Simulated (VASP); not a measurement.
**AlGa2P3: single point with PBE**

Crystal: AlGa2P3.

```
Al Ga P
1.0
    -1.94842    1.94842    8.24411
     1.94842   -1.94842    8.24411
     1.94842    1.94842   -8.24411
Al Ga P
1 2 3
Direct
  0.00000 0.00000 0.00000
  0.66668 0.66668 0.00000
  0.33332 0.33332 0.00000
  0.25000 0.75000 0.50000
  0.91703 0.41703 0.50000
  0.58297 0.08297 0.50000
```

* Program: VASP 6.6.1
* Task: single point
* Functional: PBE
* Potentials or basis: VASP PAW PBE potentials, release 64 (Al, Ga_d, P)
* Cutoff: 520 eV
* k mesh: 6 × 6 × 6
* Occupations: gaussian, width 0.1 eV
* Spin: no spin polarisation
* Dipole correction: no
* Further INCAR settings: ALGO = Normal; EDIFF = 1e-06; NBANDS = 31

```json
{
  "Pressure": "0.0 GPa",
  "Largest force": "0.008 eV/Å",
  "Band gap on the k mesh": "1.67 eV (least direct gap 1.78 eV)"
}
```

Forces in eV/Å, atoms in the order of the input:
```
Al   0.000  0.000  0.000
Ga   0.000  0.000  0.000
Ga   0.000  0.000  0.000
P    0.000  0.000  0.000
P    0.000  0.000  0.008
P    0.000  0.000 -0.008
```

Levels at points of the mesh, in eV from the valence-band top:
```
           k point  band 18  band 19  band 20  band 21  band 22  band 23  band 24  band 25  band 26  band 27
(0.00, 0.00, 0.00)    -1.93    -1.93    -0.01     0.00     0.00     1.78     1.81     2.34     2.98     3.10
(0.50, 0.00, 0.00)    -2.45    -1.08    -1.01    -0.95    -0.95     1.88     3.03     3.36     4.71     4.71
(0.50, 0.50, 0.00)    -3.05    -2.96    -2.92    -2.39    -2.39     1.68     1.99     3.29     3.62     3.78
(0.50, 0.50, 0.50)    -1.80    -0.98    -0.98    -0.78    -0.78     1.67     1.99     2.87     3.16     3.87
```

It took 4.5 min on 1 thread of Intel(R) Xeon(R) 6975P-C (Granite Rapids) (shared host), peak memory 0.72 GiB.

A k mesh can miss the band edges.
